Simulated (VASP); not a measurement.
A run of VASP 6.6.1 is set up as follows.

The input INCAR:

```
SYSTEM = SnPb3O4
ALGO = Normal
EDIFF = 1E-6
EDIFFG = -0.04
ENCUT = 600
GGA = PE
IBRION = 2
ISIF = 3
ISMEAR = 0
LASPH = .True.
LCHARG = .False.
LREAL = .False.
LWAVE = .False.
NELM = 60
NSW = 90
PREC = Accurate
SIGMA = 0.1
```

The input KPOINTS:

```
k-points
0
Gamma
  4 4 2
  0 0 0
```

The input POSCAR:

```
SnPb3O4
1.0
    3.9630386300      0.0000000000      0.0000000000
    0.0000000000      3.9630386300      0.0000000000
    0.0000000000      0.0000000000     10.0152874100
Sn Pb O
1 3 4
Direct
    0.0000000000      0.0000000000      0.1175500000
    0.0000000000      0.0000000000      0.6175500000
    0.5000000000      0.5000000000      0.3824500000
    0.5000000000      0.5000000000      0.8824500000
    0.0000000000      0.5000000000      0.0000000000
    0.0000000000      0.5000000000      0.5000000000
    0.5000000000      0.0000000000      0.0000000000
    0.5000000000      0.0000000000      0.5000000000
```

Potentials or basis: VASP PAW PBE potentials, release 64 (Sn_d, Pb_d, O).

Launch:

```console
$ cat potpaw_PBE.64/Sn_d/POTCAR potpaw_PBE.64/Pb_d/POTCAR potpaw_PBE.64/O/POTCAR > POTCAR
$ mpirun -np 1 vasp_std > vasp.out
```

Question: What does it give for the space group after relaxing (to 0.1 Å)?

Answer: P4mm (No. 99).

Question: What does it give for the relaxed cell?

Answer: a = 4.003 Å, b = 4.003 Å, c = 10.854 Å, α = 90.00°, β = 90.00°, γ = 90.00°.

Question: Predict the band gap on the k mesh.

Answer: 1.46 eV (least direct gap 1.77 eV).

Final structure:
```
CELL_PARAMETERS angstrom
4.00289 0.00000 0.00000
0.00000 4.00289 0.00000
0.00000 0.00000 10.85440
ATOMIC_POSITIONS crystal
Sn 0.00000 0.00000 0.10521
Pb 0.00000 0.00000 0.60890
Pb 0.50000 0.50000 0.38579
Pb 0.50000 0.50000 0.89041
O 0.00000 0.50000 0.00502
O 0.00000 0.50000 0.49982
O 0.50000 0.00000 0.00502
O 0.50000 0.00000 0.49982
```

Caveat: spin-orbit coupling is left out, which moves the levels of the heavy elements. A k mesh can miss the band edges.
